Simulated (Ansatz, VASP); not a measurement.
# HfO2 in VASP and in Ansatz

```
Hf O
1.0
     0.00000    2.52369    2.52369
     2.52369    0.00000    2.52369
     2.52369    2.52369    0.00000
Hf O
1 2
Direct
  0.00000 0.00000 0.00000
  0.25000 0.25000 0.25000
  0.75000 0.75000 0.75000
```

Alike in both runs: task single point; functional PBEsol; k mesh 8 × 8 × 8; occupations gaussian, width 0.02 eV; no spin polarisation.

|  | VASP | Ansatz |
| --- | --- | --- |
| version | VASP 6.6.1 | Ansatz 0.2.0 |
| potentials or method | VASP PAW PBE potentials, release 64 (Hf_pv, O), cutoff 520 eV | scalar-relativistic, plane waves, PAW |
| valence electrons in the cell | 22 | 38 |

|  | VASP | Ansatz | Ansatz less VASP |
| --- | --- | --- | --- |
| gap on the k mesh at the Fermi level (eV) | 3.71 | 3.68 | -0.022 |
| least direct gap on the mesh (eV) | 3.71 | 3.68 | -0.022 |
| pressure (GPa) | -4.3 | -0.6 | +3.70 |

VASP's potentials were made for PBE, not for PBEsol. The functional is the same, so the differences come from potentials, cutoffs and numerics. VASP's potentials hold 22 valence electrons a cell and Ansatz's 38, so a difference there can come from the potentials and not from the codes.

Neither program's run includes spin-orbit coupling.
